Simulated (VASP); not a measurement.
A run of VASP 6.6.1:

POSCAR

```
ZnO
1.0
    3.2028435021      0.0000000000      0.0000000000
   -1.6014217510      2.7737438371      0.0000000000
    0.0000000000      0.0000000000      5.2639051268
Zn O
2 2
Direct
    0.3333333333      0.6666666667      0.5022936559
    0.6666666667      0.3333333333      0.0022936559
    0.6666666667      0.3333333333      0.3767163441
    0.3333333333      0.6666666667      0.8767163441
```

The input INCAR.step1:

```
SYSTEM = ZnO
ALGO = Normal
EDIFF = 1E-4
ENCUT = 520
GGA = PE
ISMEAR = 0
LASPH = .TRUE.
LCHARG = .FALSE.
LREAL = .FALSE.
LWAVE = .TRUE.
NBANDS = 26
NELM = 60
PREC = Accurate
SIGMA = 0.01
```

The input INCAR.step2:

```
SYSTEM = ZnO
ALGO = Normal
EDIFF = 1E-6
ENCUT = 520
ISIF = 2
ISMEAR = 0
ISTART = 1
LASPH = .TRUE.
LCHARG = .TRUE.
LELF = .TRUE.
LMIXTAU = .TRUE.
LREAL = .FALSE.
LVHAR = .TRUE.
LWAVE = .FALSE.
METAGGA = R2SCAN
NBANDS = 26
NELM = 60
PREC = Accurate
SIGMA = 0.01
```

The input KPOINTS:

```
k-points
0
G
  8 8 4
  0 0 0
```

Potentials or basis: VASP PAW PBE potentials, release 64 (Zn, O).

Command:

```sh
$ cat potpaw_PBE.64/Zn/POTCAR potpaw_PBE.64/O/POTCAR > POTCAR
$ cp INCAR.step1 INCAR
$ mpirun -np 1 vasp_std > vasp.out
$ cp INCAR.step2 INCAR
$ mpirun -np 1 vasp_std > vasp.out
```

Hardware: 1 thread of Intel Xeon 6975P-C, on a shared host.

**Question.** Estimate the wall time of this run.

**Answer.** Run time: 80 s on 1 thread of Intel Xeon 6975P-C (shared host), peak memory 0.18 GiB. Counts: k points 30.
